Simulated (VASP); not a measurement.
Here is a VASP 6.6.1 calculation.

Contents of POSCAR:

```
Cr
1.0
    0.0000000000      1.8400000000      1.8400000000
    1.8400000000      0.0000000000      1.8400000000
    1.8400000000      1.8400000000      0.0000000000
Cr
1
Direct
    0.0000000000      0.0000000000      0.0000000000
```

INCAR.step1

```
SYSTEM = Cr
ALGO = Normal ; EDIFF = 1E-4
ENCUT = 600 ; GGA = PE
ISMEAR = 0 ; ISPIN = 2
LASPH = .True. ; LCHARG = .False.
LMAXMIX = 4 ; LREAL = .False.
LWAVE = .True. ; MAGMOM = 0.48
NELM = 150 ; PREC = Accurate
SIGMA = 0.1
```

INCAR.step2

```
SYSTEM = Cr
ALGO = Normal ; EDIFF = 1E-7
EDIFFG = -0.04 ; ENCUT = 600
IBRION = 2 ; ISIF = 3
ISMEAR = 0 ; ISPIN = 2
ISTART = 1 ; LASPH = .True.
LCHARG = .False. ; LMAXMIX = 4
LMIXTAU = .True. ; LORBIT = 11
LREAL = .False. ; LWAVE = .False.
MAGMOM = 0.48 ; METAGGA = R2SCAN
NELM = 150 ; NSW = 90
PREC = Accurate ; SIGMA = 0.1
```

The input KPOINTS:

```
k-points
0
Gamma
  8 8 8
  0 0 0
```

Potentials or basis: VASP PAW PBE potentials, release 64 (Cr_pv).

The run is started by

```console
$ cat potpaw_PBE.64/Cr_pv/POTCAR > POTCAR
$ cp INCAR.step1 INCAR
$ mpirun -np 1 vasp_std > vasp.out
$ cp INCAR.step2 INCAR
$ mpirun -np 1 vasp_std > vasp.out
```

(1) Predict the band gap on the k mesh.

(2) Estimate the net moment.

(3) Estimate the relaxed cell.

Answers

(1) zero (filled and empty bands overlap).

(2) 0.00 μB per cell.

(3) a = 2.549 Å, b = 2.549 Å, c = 2.549 Å, α = 60.00°, β = 60.00°, γ = 60.00°.

Caveat: the k points lie up to 0.38 Å⁻¹ apart in the final cell.
